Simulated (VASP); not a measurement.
Input of a VASP 6.6.1 run:

File INCAR:

```
ALGO = Normal
EDIFF = 1E-6
ENCUT = 600
GGA = PE
GGA_COMPAT = False
ISIF = 2
ISMEAR = -1
LASPH = True
LCHARG = False
LMAXMIX = 6
LREAL = False
LWAVE = False
NBANDS = 18
NELM = 200
PREC = Accurate
SIGMA = 0.06122561905347299
```

File KPOINTS:

```
k-points
0
Gamma
  39 39 39
```

File POSCAR:

```
EuO
1.0
    0.0000000000      2.4720283622      2.4720283622
    2.4720283622      0.0000000000      2.4720283622
    2.4720283622      2.4720283622      0.0000000000
Eu O
1 1
Direct
    0.0000000000      0.0000000000      0.0000000000
    0.5000000000      0.5000000000      0.5000000000
```

Potentials or basis: VASP PAW PBE potentials, release 64 (Eu, O).

Launch:

```bash
$ cat potpaw_PBE.64/Eu/POTCAR potpaw_PBE.64/O/POTCAR > POTCAR
$ mpirun -np 1 vasp_std > vasp.out
```

**Question.** What does it give for the pressure?

**Answer.** -6.5 GPa.

**Question.** Predict the band gap on the k mesh.

**Answer.** Zero (an odd number of electrons rules out a gap without spin polarisation).

Caveat: the cell stands under tension; spin-orbit coupling is left out, which moves the levels of the heavy elements; an odd number of electrons without spin polarisation forces a metal; a magnetic or distorted state may lie lower; the run has no spin polarisation, though such a crystal can be magnetic; semilocal functionals describe open f shells poorly, which spoils levels, moments and volumes. Spin polarisation is off, so any magnetic state and its effect on volume and gap are missing.
